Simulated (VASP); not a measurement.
The system is SrNiPt3.

```
Sr Ni Pt
1.0
     4.21061    0.00000    0.00000
     0.00000    4.21061    0.00000
     0.00000    0.00000    4.26338
Sr Ni Pt
1 1 3
Direct
  0.00000 0.00000 0.00000
  0.50000 0.50000 0.51500
  0.50000 0.50000 0.97500
  0.00000 0.50000 0.48500
  0.50000 0.00000 0.48500
```

| Item | Value |
| --- | --- |
| Program | VASP 6.6.1 |
| Task | relaxation of cell and atoms |
| Functional | PBE |
| Potentials or basis | VASP PAW PBE potentials, release 64 (Sr_sv, Ni, Pt) |
| Cutoff | 600 eV |
| k mesh | 4 × 4 × 4 |
| Occupations | gaussian, width 0.1 eV |
| Spin | collinear spin, ferromagnetic start |
| Starting moments | [0.0, 0.35, 0.0, 0.0, 0.0] μB |

At the start: pressure 71.5 GPa; volume 15.12 Å³/atom.

**Question.** Where does the relaxation end?

**Answer.** Over 39 steps the energy falls by 1397.0 meV/atom and the volume is 19.45 Å³/atom (+28.7 %); space group P4mm (No. 99, to 0.1 Å) before and after; moment 0.00 μB per cell.

The path:
| step | energy change (eV) | largest force (eV/Å) | pressure (GPa) | volume (Å³) |
| --- | --- | --- | --- | --- |
| 1 | 0.0000 | 8.7071 | 71.49 | 75.59 |
| 2 | 0.6438 | 2.6431 | -10.77 | 175.98 |
| 3 | -4.5105 | 3.4658 | -0.99 | 107.34 |
| 4 | -4.5765 | 3.4529 | 1.00 | 104.78 |
| 5 | -4.6121 | 3.4038 | 3.92 | 101.52 |
| 6 | -4.8289 | 0.7979 | -5.82 | 110.78 |
| 7 | -4.9178 | 1.0853 | -3.17 | 107.08 |
| 8 | -5.0163 | 0.8586 | 0.34 | 102.93 |
| 9 | -5.0165 | 0.9239 | 0.51 | 102.76 |
| 10 | -5.0929 | 1.1793 | 1.05 | 102.01 |
| 11 | -5.3272 | 2.1886 | 2.82 | 99.77 |
| 12 | -5.5535 | 5.5291 | 8.06 | 95.35 |
| 13 | -5.5543 | 4.6986 | 6.59 | 96.32 |
| 14 | -5.5613 | 5.1461 | 7.35 | 95.79 |
| 15 | -5.5665 | 5.1594 | 7.38 | 95.76 |
| 16 | -5.5816 | 5.1980 | 7.48 | 95.67 |
| 17 | -5.6090 | 5.2686 | 7.70 | 95.49 |
| 18 | -5.6512 | 5.3888 | 8.21 | 95.13 |
| 19 | -5.6759 | 5.5682 | 9.53 | 94.40 |
| 20 | -5.7470 | 5.1907 | 9.16 | 94.53 |
| 21 | -5.9366 | 4.1129 | 8.17 | 94.93 |
| 22 | -6.2156 | 2.1842 | 6.65 | 95.72 |
| 23 | -6.4156 | 1.0972 | 5.30 | 97.28 |
| 24 | -6.4806 | 1.0382 | 4.07 | 97.91 |
| 25 | -6.6235 | 0.8734 | 0.69 | 99.78 |
| 26 | -6.7087 | 0.6359 | -4.69 | 103.55 |
| 27 | -6.7801 | 0.5821 | -4.15 | 102.61 |
| 28 | -6.9128 | 0.5161 | -1.97 | 99.79 |
| 29 | -6.7743 | 1.8154 | 5.72 | 93.96 |
| 30 | -6.9330 | 0.6171 | -0.56 | 98.39 |
| 31 | -6.9332 | 0.6523 | -0.39 | 98.25 |
| 32 | -6.9453 | 0.4952 | -0.12 | 97.85 |
| 33 | -6.9609 | 0.3622 | 0.86 | 96.67 |
| 34 | -6.9705 | 0.3708 | 0.05 | 97.22 |
| 35 | -6.9754 | 0.3793 | -1.05 | 98.02 |
| 36 | -6.9823 | 0.1953 | -0.56 | 97.67 |
| 37 | -6.9847 | 0.0253 | -0.04 | 97.31 |
| 38 | -6.9847 | 0.0230 | -0.02 | 97.30 |
| 39 | -6.9852 | 0.0164 | 0.04 | 97.26 |

Final structure:
```
Sr Ni Pt
1.0
     4.38055    0.00000    0.00000
     0.00000    4.38055    0.00000
     0.00000    0.00000    5.06850
Sr Ni Pt
1 1 3
Direct
  0.00000 0.00000 0.90001
  0.50000 0.50000 0.63781
  0.50000 0.50000 0.10749
  0.00000 0.50000 0.40735
  0.50000 0.00000 0.40735
```

Caveat: the k points lie up to 0.36 Å⁻¹ apart in the final cell, too coarse for converged energies and pressures of a metal; the volume moved by over 15 % at a fixed basis, so the end points are rough.
